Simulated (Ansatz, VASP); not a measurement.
## HfIn4SiO6: VASP beside Ansatz

```
Hf In Si O
1.0
     4.43126   -5.80698    0.16670
     2.89719    4.94227   -0.00538
    -1.55953    0.09435    5.93169
Hf In Si O
1 4 1 6
Direct
  0.13380 0.11744 0.01586
  0.73107 0.39172 0.99838
  0.49616 0.76045 0.00657
  0.53179 0.23247 0.48801
  0.20995 0.60108 0.48329
  0.85352 0.86650 0.44032
  0.78935 0.55255 0.38616
  0.65434 0.93282 0.38522
  0.00194 0.98304 0.26141
  0.98352 0.98976 0.69841
  0.39483 0.08683 0.06670
  0.21972 0.48534 0.10968
```

Change from the starting cell: cell x1, atoms moved at random (sigma 0.05 Å) and cell strained at random (1.5 %), then relaxed without symmetry.

Alike in both runs: functional PBE; k mesh 4 × 4 × 2; occupations gaussian, width 0.1 eV; no spin polarisation.

Ansatz relaxed the structure, and its values are those at the end. VASP's run is a single point on that final structure, the one shown.

|  | VASP | Ansatz |
| --- | --- | --- |
| version | VASP 6.6.1 | Ansatz 0.2.0 |
| potentials or method | VASP PAW PBE potentials, release 64 (Hf_pv, In_d, Si, O), cutoff 520 eV | scalar-relativistic, plane waves, PAW |
| valence electrons in the cell | 102 | 118 |

```csv
,VASP,Ansatz,Ansatz less VASP
gap on the k mesh at the Fermi level (eV),1.10,1.12,+0.014
least direct gap on the mesh (eV),1.16,1.17,+0.008
pressure (GPa),-0.2,0.0,+0.22
rms of the force components (eV/Å),0.051,0.006,-0.0448
```

VASP's potentials hold 102 valence electrons a cell and Ansatz's 118, so a difference there can come from the potentials and not from the codes.

The k mesh is coarse, so the values compare programs but aren't converged. Spin-orbit coupling is off throughout.
